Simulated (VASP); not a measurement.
# SnO in VASP: a series of runs, part 2 of 2

VASP 6.6.1. Earlier steps stand in the parts before.

### Step 3. Single point, HSE06 (strain +1.9%)

The input, POSCAR:

```
SnO
1.0
    0.0000000000      2.7583166899      2.7583166899
    2.7583166899      0.0000000000      2.7583166899
    2.7583166899      2.7583166899      0.0000000000
Sn O
1 1
Direct
    0.0000000000      0.0000000000      0.0000000000
    0.2500000000      0.2500000000      0.2500000000
```

The input, INCAR.step1:

```
  ALGO = Normal
  EDIFF = 1E-5
  ENCUT = 520
  GGA = PE
  ISIF = 2
  ISMEAR = -1
  LASPH = T
  LREAL = F
  LWAVE = T
  NBANDS = 17
  NELM = 80
  PREC = Accurate
  SIGMA = 0.02
```

The input, INCAR.step2:

```
  ALGO = Normal
  EDIFF = 1E-7
  ENCUT = 520
  GGA = PE
  HFSCREEN = 0.2079
  ISIF = 2
  ISMEAR = -1
  ISTART = 1
  LASPH = T
  LCHARG = T
  LELF = T
  LHFCALC = T
  LREAL = F
  LVHAR = T
  LWAVE = F
  NBANDS = 17
  NELM = 80
  PREC = Accurate
  PRECFOCK = Normal
  SIGMA = 0.02
```

The input, KPOINTS:

```
k-points
0
Gamma
  6 6 6
```

Potentials or basis: VASP PAW PBE potentials, release 64 (Sn_d, O).

Run with:

```console
cat potpaw_PBE.64/Sn_d/POTCAR potpaw_PBE.64/O/POTCAR > POTCAR
cp INCAR.step1 INCAR
mpirun -np 1 vasp_std > vasp.out
cp INCAR.step2 INCAR
mpirun -np 1 vasp_std > vasp.out
```

OUTCAR:

```text
EDIFF = 1E-7
   ENCUT = 520
   GGA = PE
   HFSCREEN = 0.2079
   ISIF = 2
   ISMEAR = -1
   ISTART = 1
   LASPH = T
   LHFCALC = T
   LREAL = F
   NELM = 80
   PREC = Accurate
   PRECFOCK = Normal

 ion  position               nearest neighbor table
   1  0.000  0.000  0.000-   2 2.39   2 2.39   2 2.39   2 2.39
   2  0.250  0.250  0.250-   1 2.39   1 2.39   1 2.39   1 2.39

  LATTYP: Found a face centered cubic cell.
 ALAT       =     5.5166333798

  Lattice vectors:

 A1 = (   0.0000000000,   2.7583166899,   2.7583166899)
 A2 = (   2.7583166899,   0.0000000000,   2.7583166899)
 A3 = (   2.7583166899,   2.7583166899,   0.0000000000)

Analysis of symmetry for initial positions (statically):
=====================================================================
 Subroutine PRICEL returns:
 Original cell was already a primitive cell.

 Routine SETGRP: Setting up the symmetry group for a
 face centered cubic supercell.

[... 159 lines left out ...]
  ext. energy  EPLUGINS =         0.00000000
  ---------------------------------------------------
  free energy    TOTEN  =       -12.72415026 eV

  energy without entropy =      -12.72287849  energy(sigma->0) =      -12.72351437

 E-fermi :   5.1781     XC(G=0):  -7.7795

 val. band max:        5.1559105991   @ k =  -0.3333   0.5000   0.1667
 cond. band min:       6.1746513624   @ k =   0.5000   0.3333   0.0000
 fundamental gap:      1.0187407632
 Fermi energy:         5.1781070770

 k-point     1 :       0.0000    0.0000    0.0000
  band No.  band energies     occupation
      1     -18.6425      2.00000
      2     -18.6425      2.00000
      3     -18.6425      2.00000
      4     -18.5995      2.00000
      5     -18.5995      2.00000
      6     -15.5331      2.00000
[... 297 lines left out ...]
      4     -18.5893      2.00000
      5     -18.5855      2.00000
      6     -14.8298      2.00000
[... 9 lines left out ...]
     16      18.6073      0.00000
     17      20.6797      0.00000

------------------------ aborting loop because EDIFF is reached ----------------------------------------

  FORCE on cell =-STRESS in cart. coord.  units (eV):
  Direction    XX          YY          ZZ          XY          YZ          ZX
  --------------------------------------------------------------------------------------
  -------------------------------------------------------------------------------------
  Total       -0.8099176     -0.8099176     -0.8099176      0.0000000      0.0000000      0.0000000
  in kB      -30.9164083    -30.9164083    -30.9164083      0.0000000      0.0000000      0.0000000
  external PRESSURE =     -30.9164083 kB  Pullay stress =       0.0000000 kB

 VOLUME and BASIS-vectors are now :
 -----------------------------------------------------------------------------
  energy-cutoff  :      520.00
  volume of cell :       41.97
      direct lattice vectors                 reciprocal lattice vectors
     0.000000000  2.758316690  2.758316690    -0.181269976  0.181269976  0.181269976
     2.758316690  0.000000000  2.758316690     0.181269976 -0.181269976  0.181269976
     2.758316690  2.758316690  0.000000000     0.181269976  0.181269976 -0.181269976

 POSITION                                       TOTAL-FORCE (eV/Angst)
 -----------------------------------------------------------------------------------
      0.00000      0.00000      0.00000         0.000000      0.000000      0.000000
      1.37916      1.37916      1.37916        -0.000000     -0.000000     -0.000000
 -----------------------------------------------------------------------------------
    total drift:                               -0.000004     -0.000002     -0.000001

  FREE ENERGIE OF THE ION-ELECTRON SYSTEM (eV)
  ---------------------------------------------------
  free  energy   TOTEN  =       -12.7241502586 eV

  energy  without entropy=      -12.7228784880  energy(sigma->0) =      -12.72351437
```

OUTCAR.step1:

```text
EDIFF = 1E-5
   ENCUT = 520
   GGA = PE
   ISIF = 2
   ISMEAR = -1
[... 530 lines left out ...]
 -----------------------------------------------------------------------------------
      0.00000      0.00000      0.00000        -0.000000     -0.000000     -0.000000
      1.37916      1.37916      1.37916         0.000000      0.000000      0.000000
 -----------------------------------------------------------------------------------
    total drift:                               -0.000000     -0.000000     -0.000000

  FREE ENERGIE OF THE ION-ELECTRON SYSTEM (eV)
  ---------------------------------------------------
  free  energy   TOTEN  =       -10.4591831057 eV

  energy  without entropy=      -10.4579324419  energy(sigma->0) =      -10.45855777
```

It took 80 min on 1 thread of Oxide Virtual Turin-like, shared host; peak memory 0.26 GiB.

Results:

```
Free energy            : -12.7242 eV
Pressure               : -3.1 GPa
Band gap on the k mesh : zero (bands 10 and 11 overlap by 0.07 eV)
```

Caveat: the cell differs from its parent crystal (strain +1.9%); the cell stands under tension; the structure was generated, so it needn't be the stable form of SnO; the PAW data sets were made with another functional, which shifts forces and pressure a little; spin-orbit coupling is left out, which moves the levels of the heavy elements.

The gap in the log of VASP goes by the Fermi energy; the results here count the filled bands.